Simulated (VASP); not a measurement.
A run of VASP 6.6.1 is set up as follows.

POSCAR

```
GaAs
1.0
    3.3286687127      0.0000000000      0.0000000000
    0.0000000000      3.3286687127      0.0000000000
    0.0000000000      0.0000000000      3.3286687127
Ga As
1 1
Direct
    0.0000000000      0.0000000000      0.0000000000
    0.5000000000      0.5000000000      0.5000000000
```

INCAR.step1

```
PREC = Accurate
ENCUT = 520
ISMEAR = -1
SIGMA = 0.02
LREAL = False
LASPH = True
NELM = 100
NBANDS = 16
GGA = PE
ALGO = Normal
EDIFF = 1E-4
LWAVE = True
LCHARG = False
```

INCAR.step2

```
PREC = Accurate
ENCUT = 520
EDIFF = 1E-6
ISMEAR = -1
SIGMA = 0.02
LREAL = False
LASPH = True
NELM = 100
ALGO = Normal
ISIF = 2
LWAVE = False
LCHARG = False
METAGGA = R2SCAN
LMIXTAU = True
NBANDS = 16
ISTART = 1
```

KPOINTS

```
regular mesh
0
Gamma
  8 8 8
```

Potentials or basis: VASP PAW PBE potentials, release 64 (Ga_d, As).

The run is started by

```console
$ cat potpaw_PBE.64/Ga_d/POTCAR potpaw_PBE.64/As/POTCAR > POTCAR
$ cp INCAR.step1 INCAR
$ mpirun -np 1 vasp_std > vasp.out
$ cp INCAR.step2 INCAR
$ mpirun -np 1 vasp_std > vasp.out
```

Q: What does it give for the band gap on the k mesh?

A: Zero (band 9 reaches 7.53 eV, above the bottom of band 10 at 3.79 eV).

Q: What does it give for the pressure?

A: 0.0 GPa.

Caveat: the PAW data sets were made with another functional, which shifts forces and pressure a little.
